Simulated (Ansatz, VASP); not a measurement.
# SiC: VASP beside Ansatz

Contents of INCAR:

```
SYSTEM = SiC
ALGO = Normal
EDIFF = 1E-6
ENCUT = 520
GGA = PE
ISIF = 2
ISMEAR = 0
LASPH = .True.
LCHARG = .False.
LREAL = .False.
LWAVE = .False.
NBANDS = 11
NELM = 80
PREC = Accurate
SIGMA = 0.05
```

KPOINTS

```
k-points
0
Gamma
  12 12 12
  0 0 0
```

File POSCAR:

```
SiC
1.0
    0.0000000000      2.1545375266      2.2622644030
    2.1545375266      0.0000000000      2.2622644030
    2.1545375266      2.1545375266      0.0000000000
Si C
1 1
Direct
    0.0000000000      0.0000000000      0.0000000000
    0.7500000000      0.7500000000      0.7500000000
```

Input for Ansatz:

```yaml
crystal:
  lattice:
    - [0.0, 2.1545375266, 2.262264403]
    - [2.1545375266, 0.0, 2.262264403]
    - [2.1545375266, 2.1545375266, 0.0]
  atoms:
    - { symbol: Si, position: [0.0, 0.0, 0.0] }
    - { symbol: C, position: [0.75, 0.75, 0.75] }
basis:
  ecutwfc: 420
kpoints:
  mp_grid: { grid: [12, 12, 12] }
hamiltonian:
  xc: pbe
scf:
  occupations: { method: gaussian, width: 0.05 }
output:
  forces: true
  stress: true
  eigenvalues: true
```

Alike in both runs: task single point; functional PBE; k mesh 12 × 12 × 12; occupations gaussian, width 0.05 eV; no spin polarisation.

```csv
,VASP,Ansatz
version,VASP 6.6.1,Ansatz 0.2.0
potentials or method,"VASP PAW PBE potentials, release 64 (Si, C), cutoff 520 eV","scalar-relativistic, plane waves, PAW"
valence electrons in the cell,8,8
```

|  | VASP | Ansatz | Ansatz less VASP |
| --- | --- | --- | --- |
| gap on the k mesh at the Fermi level (eV) | 1.11 | 1.12 | +0.002 |
| least direct gap on the mesh (eV) | 4.48 | 4.48 | +0.003 |
| pressure (GPa) | -0.2 | -0.2 | +0.05 |
| traceless stress, the component that is largest in VASP (GPa) | -9.21 | -9.19 | +0.023 |
